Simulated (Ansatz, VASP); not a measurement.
**MgS: VASP beside Ansatz**

```
CELL_PARAMETERS angstrom
0.00000 2.60165 2.60165
2.60165 0.00000 2.60165
2.60165 2.60165 0.00000
ATOMIC_POSITIONS crystal
S 0.50000 0.50000 0.50000
Mg 0.00000 0.00000 0.00000
```

Alike in both runs: functional PBE0; k mesh 5 × 5 × 5; occupations fermi-dirac, width 0.05 eV; no spin polarisation.

|  | VASP | Ansatz |
| --- | --- | --- |
| version | VASP 6.6.1 | Ansatz 0.2.0 |
| potentials or method | VASP PAW PBE potentials, release 64 (S, Mg) | Ansatz PAW |
| plane-wave cutoff (eV) | 520 | 420 |
| valence electrons in the cell | 8 | 16 |
| task | single point | projected density of states |

```csv
,VASP,Ansatz,Ansatz less VASP
gap on the k mesh at the Fermi level (eV),4.94,4.97,+0.030
least direct gap on the mesh (eV),5.53,5.54,+0.006
pressure (GPa),-0.7,-0.3,+0.38
```

VASP's potentials hold 8 valence electrons a cell and Ansatz's 16, so a difference there can come from the potentials and not from the codes.

Noted on Ansatz's run: odd divisions of the mesh miss points on the zone boundary, where band edges often lie, so the gap on the mesh can be too wide.
